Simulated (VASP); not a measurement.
# AlAs: single point with r2SCAN

AlAs:

```
CELL_PARAMETERS angstrom
0.00000 2.83893 2.83893
2.83893 0.00000 2.83893
2.83893 2.83893 0.00000
ATOMIC_POSITIONS crystal
Al 0.00000 0.00000 0.00000
As 0.25000 0.25000 0.25000
```

| Property | Result |
| --- | --- |
| Program | VASP 6.6.1 |
| Task | single point |
| Functional | r2SCAN |
| Potentials or basis | VASP PAW PBE potentials, release 64 (Al, As) |
| Cutoff | 550 eV |
| k mesh | 6 × 6 × 6 |
| Occupations | gaussian, width 0.01 eV |
| Spin | no spin polarisation |
| Dipole correction | no |
| Further INCAR settings | ALGO = Normal; EDIFF = 1e-06; NBANDS = 11 |

```yaml
Pressure: 0.0 GPa
Band_gap_on_the_k_mesh: 1.80 eV, indirect (least direct gap 2.63 eV)
```

Levels at points of the mesh, in eV from the valence-band top:
```tsv
k point	band 2	band 3	band 4	band 5	band 6	band 7
(0.00, 0.00, 0.00)	0.00	0.00	0.00	2.63	4.69	4.69
(0.50, 0.00, 0.00)	-5.66	-0.84	-0.84	2.61	5.09	5.09
(0.50, 0.50, 0.00)	-5.51	-2.22	-2.22	1.80	2.68	11.11
```

Run time: 37 s on 1 thread of Intel(R) Xeon(R) 6975P-C (Granite Rapids), on a shared host, peak memory 0.18 GiB.

Caveat: the PAW data sets were made with another functional, which shifts forces and pressure a little. A k mesh can miss the band edges.
